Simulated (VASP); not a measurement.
# TePb (Fm-3m) in VASP: settings compared

The runs below take TePb through single point, relaxation of cell and atoms, with PBEsol, r2SCAN+D3(BJ).

Program: VASP 6.6.1. These are calculated values, not measurements. Logs are shortened: lines on timing, memory, paths and dates and some standing lists are left out, and cuts for length are marked.

## (1) The cell of the first run

The structure is cubic, space group Fm-3m (No. 225). The conventional cell has a = 6.462 Å, b = 6.462 Å, c = 6.462 Å, α = 90.00°, β = 90.00°, γ = 90.00°. Within 4.3 Å of Pb (site symmetry m-3m) lie 6 Te at 3.23 Å. Te (site symmetry m-3m) has 6 Pb at 3.23 Å within 4.3 Å.

## (2) Single point, PBEsol

Input file INCAR:

```
PREC = Accurate ; ENCUT = 520
EDIFF = 1E-7 ; ISMEAR = -1
SIGMA = 0.05 ; LREAL = False
LASPH = True ; NELM = 80
ALGO = Normal ; ISIF = 2
LWAVE = False ; LCHARG = True
GGA = PS ; LELF = True
LVHAR = True ; NBANDS = 17
```

Input file KPOINTS:

```
regular mesh
0
Gamma
  5 5 5
```

Input file POSCAR:

```
TePb
1.0
    0.0000000000      3.2310000000      3.2310000000
    3.2310000000      0.0000000000      3.2310000000
    3.2310000000      3.2310000000      0.0000000000
Pb Te
1 1
Direct
    0.0000000000      0.0000000000      0.0000000000
    0.5000000000      0.5000000000      0.5000000000
```

Potentials or basis: VASP PAW PBE potentials, release 64 (Pb_d, Te).

Run with:

```sh
cat potpaw_PBE.64/Pb_d/POTCAR potpaw_PBE.64/Te/POTCAR > POTCAR
mpirun -np 1 vasp_std > vasp.out
```

OUTCAR:

```text
PREC = Accurate
   ENCUT = 520
   EDIFF = 1E-7
   ISMEAR = -1
   LREAL = False
   LASPH = True
   NELM = 80
   ISIF = 2
   GGA = PS

 ion  position               nearest neighbor table
   1  0.000  0.000  0.000-   2 3.23   2 3.23   2 3.23   2 3.23   2 3.23   2 3.23
   2  0.500  0.500  0.500-   1 3.23   1 3.23   1 3.23   1 3.23   1 3.23   1 3.23

  LATTYP: Found a face centered cubic cell.
 ALAT       =     6.4620000000

  Lattice vectors:

 A1 = (   0.0000000000,   3.2310000000,   3.2310000000)
 A2 = (   3.2310000000,   0.0000000000,   3.2310000000)
 A3 = (   3.2310000000,   3.2310000000,   0.0000000000)

Analysis of symmetry for initial positions (statically):
=====================================================================
 Subroutine PRICEL returns:
 Original cell was already a primitive cell.

 Routine SETGRP: Setting up the symmetry group for a
 face centered cubic supercell.

 Subroutine GETGRP returns: Found 48 space group operations
[... 9 lines left out ...]

 Routine SETGRP: Setting up the symmetry group for a
 face centered cubic supercell.

 Subroutine GETGRP returns: Found 48 space group operations
[... 11 lines left out ...]
                                     Primitive cell

  volume of cell :      67.4592

  direct lattice vectors                    reciprocal lattice vectors
     0.000000000  3.231000000  3.231000000    -0.154750851  0.154750851  0.154750851
     3.231000000  0.000000000  3.231000000     0.154750851 -0.154750851  0.154750851
     3.231000000  3.231000000  0.000000000     0.154750851  0.154750851 -0.154750851

  length of vectors
     4.569324020  4.569324020  4.569324020     0.268036337  0.268036337  0.268036337

  position of ions in fractional coordinates (direct lattice)
     0.000000000  0.000000000  0.000000000
     0.500000000  0.500000000  0.500000000

  ion indices of the primitive-cell ions
   primitive index   ion index
                 1           1
                 2           2

----------------------------------------------------------------------------------------

 KPOINTS: regular mesh

Automatic generation of k-mesh.
 Grid dimensions read from file:
 generate k-points for:    5    5    5

 Generating k-lattice:

  Cartesian coordinates                     Fractional coordinates (reciprocal lattice)
    -0.030950170  0.030950170  0.030950170     0.200000000  0.000000000  0.000000000
     0.030950170 -0.030950170  0.030950170     0.000000000  0.200000000  0.000000000
     0.030950170  0.030950170 -0.030950170     0.000000000  0.000000000  0.200000000

  Length of vectors
     0.053607267  0.053607267  0.053607267

  Shift w.r.t. Gamma in fractional coordinates (k-lattice)
     0.000000000  0.000000000  0.000000000

 Subroutine IBZKPT returns following result:
 ===========================================

 Found     10 irreducible k-points:

 Following reciprocal coordinates:
            Coordinates               Weight
  0.000000  0.000000  0.000000      1.000000
  0.200000  0.000000  0.000000      8.000000
  0.400000  0.000000  0.000000      8.000000
  0.200000  0.200000  0.000000      6.000000
  0.400000  0.200000  0.000000     24.000000
 -0.400000  0.200000  0.000000     24.000000
 -0.200000  0.200000  0.000000     12.000000
  0.400000  0.400000  0.000000      6.000000
 -0.400000  0.400000  0.000000     12.000000
 -0.400000  0.400000  0.200000     24.000000
   k-points           NKPTS =     10   k-points in BZ     NKDIM =     10   number of bands    NBANDS=     17
   number of dos      NEDOS =    301   number of ions     NIONS =      2
   total plane-waves  NPLWV =  46656
   dimension x,y,z NGX =    36 NGY =   36 NGZ =   36
   dimension x,y,z NGXF=    72 NGYF=   72 NGZF=   72
   ions per type =               1   1
   NGX,Y,Z   is equivalent  to a cutoff of  13.10, 13.10, 13.10 a.u.
   NGXF,Y,Z  is equivalent  to a cutoff of  26.20, 26.20, 26.20 a.u.
 SYSTEM =  unknown system
   PREC   = accura    normal or accurate (medium, high low for compatibility)
   ISTART =      0    job   : 0-new  1-cont  2-samecut
   ICHARG =      2    charge: 1-file 2-atom 10-const
   ISPIN  =      1    spin polarized calculation?
   LNONCOLLINEAR =      F non collinear calculations
   LSORBIT =      F    spin-orbit coupling
   LASPH  =      T    aspherical Exc in radial PAW
   ENCUT  =  520.0 eV  38.22 Ry    6.18 a.u.   8.50  8.50  8.50*2*pi/ulx,y,z
   NELM   =     80;   NELMIN=  2; NELMDL= -5     # of ELM steps
   EDIFF  = 0.1E-06   stopping-criterion for ELM
   LREAL  =      F    real-space projection
   EDIFFG = 0.1E-05   stopping-criterion for IOM
   NSW    =      0    number of steps for IOM
   IBRION =     -1    ionic relax: 0-MD 1-quasi-New 2-CG
   NFREE  =      0    steps in history (QN), initial steepest desc. (CG)
   ISIF   =      2    stress and relaxation
   ISYM   =      2    0-nonsym 1-usesym 2-fastsym
   POTIM  = 0.5000    time-step for ionic-motion
   TEBEG  =    0.0;   TEEND  =   0.0 temperature during run
   PSTRESS=    0.0 pullay stress
   NELECT =      20.0000    total number of electrons
   NUPDOWN=      -1.0000    fix difference up-down
   EMIN   =  10.00;   EMAX   =-10.00  energy-range for DOS
   EFERMI =   0.00;   METHOD = LEGACY
   ISMEAR =    -1;   SIGMA  =   0.05  broadening in eV -4-tet -1-fermi 0-gaus
   EFERMI_NEDOS =   21; number of points for ismear=-14 and -15
   IALGO  =     38    algorithm
   IMIX   =      4    mixing-type and parameters
     AMIX     =   0.40;   BMIX     =  1.00
     AMIX_MAG =   1.60;   BMIX_MAG =  1.00
  volume/ion in A,a.u.               =      33.73       227.62
  Fermi-wavevector in a.u.,A,eV,Ry     =   1.091619  2.062861 16.213147  1.191633
  Thomas-Fermi vector in A             =   2.227868
   LORBIT       =      0    0 simple, 1 ext, 2 COOP (PROOUT), +10 PAW based schemes
   GGA     = PS    functional components
   LHFCALC =     F    Hartree Fock is set to
   AEXX    =    0.0000 exact exchange contribution
   IVDW    =     0    specifies the selected vdW correction
   LEPSILON=     F    determine dielectric tensor
   LRPA    =     F    only Hartree local field effects (RPA)
 non-spin polarized calculation
  energy-cutoff  :      520.00
  volume of cell :       67.46
 maximum number of plane-waves:      1849
 NGX is ok and might be reduce to    36
   NGX = 17   NGY = 17   NGZ = 17

 number of electron      20.0000003 magnetization

 Free energy of the ion-electron system (eV)
  ---------------------------------------------------
  ext. energy  EPLUGINS =         0.00000000
  ---------------------------------------------------
  free energy    TOTEN  =        -8.26047919 eV

  energy without entropy =       -8.26047669  energy(sigma->0) =       -8.26047794

 E-fermi :   5.8913     XC(G=0):  -9.4716

 val. band max:        5.3023702844   @ k =  -0.2000   0.2000   0.0000
 cond. band min:       6.4452007042   @ k =   0.4000   0.0000   0.0000
 fundamental gap:      1.1428304198
 Fermi energy:         5.8912553048

 k-point     1 :       0.0000    0.0000    0.0000
  band No.  band energies     occupation
      1     -11.1712      2.00000
      2     -11.1712      2.00000
      3     -11.1601      2.00000
      4     -11.1601      2.00000
      5     -11.1601      2.00000
      6      -6.5754      2.00000
      7      -0.1567      2.00000
      8       4.1251      2.00000
      9       4.1251      2.00000
     10       4.1251      2.00000
     11       9.5163      0.00000
     12       9.5163      0.00000
     13       9.5163      0.00000
     14      11.2168      0.00000
     15      11.2168      0.00000
     16      11.2168      0.00000
     17      12.6933      0.00000

 k-point     2 :       0.2000    0.0000    0.0000
  band No.  band energies     occupation
      1     -11.1760      2.00000
      2     -11.1760      2.00000
      3     -11.1592      2.00000
      4     -11.1545      2.00000
      5     -11.1545      2.00000
      6      -6.2367      2.00000
      7      -1.1458      2.00000
      8       4.2288      2.00000
      9       4.2288      2.00000
     10       4.6272      2.00000
     11       7.9916      0.00000
     12       8.2993      0.00000
     13       8.2993      0.00000
     14      11.1148      0.00000
     15      11.9367      0.00000
     16      11.9367      0.00000
     17      14.8697      0.00000

 k-point     3 :       0.4000    0.0000    0.0000
  band No.  band energies     occupation
      1     -11.1848      2.00000
      2     -11.1848      2.00000
      3     -11.1580      2.00000
      4     -11.1443      2.00000
      5     -11.1443      2.00000
      6      -5.3876      2.00000
      7      -2.7779      2.00000
      8       4.5112      2.00000
      9       4.5112      2.00000
     10       5.2701      1.99999
     11       6.4452      0.00003
     12       6.9292      0.00000
     13       6.9292      0.00000
     14      12.7158      0.00000
     15      13.8229      0.00000
     16      13.8229      0.00000
     17      15.7898      0.00000

 k-point     4 :       0.2000    0.2000    0.0000
  band No.  band energies     occupation
      1     -11.1882      2.00000
      2     -11.1673      2.00000
      3     -11.1637      2.00000
      4     -11.1514      2.00000
      5     -11.1514      2.00000
      6      -6.1262      2.00000
      7      -1.1271      2.00000
      8       3.5368      2.00000
      9       3.5368      2.00000
     10       4.8718      2.00000
     11       7.2859      0.00000
     12       9.7392      0.00000
     13       9.7392      0.00000
     14       9.7760      0.00000
     15      13.0492      0.00000
     16      13.0492      0.00000
     17      13.5713      0.00000

 k-point     5 :       0.4000    0.2000    0.0000
  band No.  band energies     occupation
      1     -11.2014      2.00000
      2     -11.1717      2.00000
      3     -11.1617      2.00000
      4     -11.1454      2.00000
      5     -11.1418      2.00000
      6      -5.4479      2.00000
      7      -2.1900      2.00000
      8       3.2332      2.00000
      9       3.4088      2.00000
     10       3.6993      2.00000
     11       8.3329      0.00000
     12       8.9578      0.00000
     13       8.9754      0.00000
     14      10.3214      0.00000
     15      14.4451      0.00000
     16      14.7808      0.00000
     17      15.3941      0.00000

 k-point     6 :      -0.4000    0.2000    0.0000
  band No.  band energies     occupation
      1     -11.1978      2.00000
      2     -11.1805      2.00000
      3     -11.1541      2.00000
      4     -11.1465      2.00000
      5     -11.1418      2.00000
      6      -4.9914      2.00000
      7      -2.9016      2.00000
      8       2.4919      2.00000
      9       3.9675      2.00000
     10       4.3279      2.00000
     11       7.5057      0.00000
     12       7.6620      0.00000
     13       9.6179      0.00000
     14      12.4284      0.00000
     15      13.2169      0.00000
     16      13.7717      0.00000
     17      16.2176      0.00000

 k-point     7 :      -0.2000    0.2000    0.0000
  band No.  band energies     occupation
      1     -11.1825      2.00000
      2     -11.1822      2.00000
      3     -11.1569      2.00000
      4     -11.1505      2.00000
      5     -11.1475      2.00000
      6      -5.7152      2.00000
      7      -2.0048      2.00000
      8       2.8642      2.00000
      9       4.7053      2.00000
     10       5.3024      1.99998
     11       6.7161      0.00000
     12       7.0222      0.00000
     13       9.7305      0.00000
     14      11.6469      0.00000
     15      12.1378      0.00000
     16      14.0867      0.00000
     17      14.6110      0.00000

 k-point     8 :       0.4000    0.4000    0.0000
  band No.  band energies     occupation
      1     -11.2272      2.00000
      2     -11.1693      2.00000
      3     -11.1608      2.00000
      4     -11.1362      2.00000
      5     -11.1362      2.00000
      6      -5.1144      2.00000
      7      -1.8374      2.00000
      8       1.5846      2.00000
      9       2.7707      2.00000
     10       2.7707      2.00000
     11       8.7945      0.00000
     12      10.6889      0.00000
     13      10.6889      0.00000
     14      11.0862      0.00000
     15      15.0668      0.00000
     16      15.1069      0.00000
     17      16.4418      0.00000

 k-point     9 :      -0.4000    0.4000    0.0000
  band No.  band energies     occupation
      1     -11.2241      2.00000
      2     -11.1666      2.00000
      3     -11.1641      2.00000
      4     -11.1383      2.00000
      5     -11.1359      2.00000
      6      -4.8051      2.00000
      7      -2.3430      2.00000
      8       1.1851      2.00000
      9       2.9815      2.00000
     10       3.1383      2.00000
     11       9.2001      0.00000
     12       9.7075      0.00000
     13      10.2527      0.00000
     14      11.6223      0.00000
     15      14.7286      0.00000
     16      14.9332      0.00000
     17      16.7309      0.00000

 k-point    10 :      -0.4000    0.4000    0.2000
  band No.  band energies     occupation
      1     -11.2123      2.00000
      2     -11.1731      2.00000
      3     -11.1577      2.00000
      4     -11.1465      2.00000
      5     -11.1363      2.00000
      6      -4.8910      2.00000
      7      -2.5367      2.00000
      8       2.0424      2.00000
      9       2.0429      2.00000
     10       4.7767      2.00000
     11       7.3528      0.00000
     12      10.1006      0.00000
     13      10.3134      0.00000
     14      11.6060      0.00000
     15      13.0436      0.00000
     16      15.5499      0.00000
     17      15.5830      0.00000

------------------------ aborting loop because EDIFF is reached ----------------------------------------

  FORCE on cell =-STRESS in cart. coord.  units (eV):
  Direction    XX          YY          ZZ          XY          YZ          ZX
  --------------------------------------------------------------------------------------
  -------------------------------------------------------------------------------------
  Total       -0.1776185     -0.1776185     -0.1776185      0.0000000      0.0000000     -0.0000000
  in kB       -4.2184986     -4.2184986     -4.2184986      0.0000000      0.0000000     -0.0000000
  external PRESSURE =      -4.2184986 kB  Pullay stress =       0.0000000 kB

 VOLUME and BASIS-vectors are now :
 -----------------------------------------------------------------------------
  energy-cutoff  :      520.00
  volume of cell :       67.46
      direct lattice vectors                 reciprocal lattice vectors
     0.000000000  3.231000000  3.231000000    -0.154750851  0.154750851  0.154750851
     3.231000000  0.000000000  3.231000000     0.154750851 -0.154750851  0.154750851
     3.231000000  3.231000000  0.000000000     0.154750851  0.154750851 -0.154750851

 POSITION                                       TOTAL-FORCE (eV/Angst)
 -----------------------------------------------------------------------------------
      0.00000      0.00000      0.00000        -0.000000     -0.000000     -0.000000
      3.23100      3.23100      3.23100         0.000000      0.000000      0.000000
 -----------------------------------------------------------------------------------
    total drift:                               -0.000000      0.000000      0.000000

  FREE ENERGIE OF THE ION-ELECTRON SYSTEM (eV)
  ---------------------------------------------------
  free  energy   TOTEN  =        -8.2604791859 eV

  energy  without entropy=       -8.2604766934  energy(sigma->0) =       -8.26047794
```

Run time: 9.7 s. Hardware: 1 thread of Intel Xeon 6975P-C (Granite Rapids), shared host; peak memory 0.2 GiB.

What came out:

```yaml
Free_energy: -8.2605 eV
Pressure: -0.4 GPa
```

Caveat: this odd mesh misses L, where the gap lies, so gap, dielectric constants and Born charges aren't listed; the PAW data sets were made with another functional, which shifts forces and pressure a little; spin-orbit coupling is left out, which moves the levels of the heavy elements.

[end of part 1 of 2]
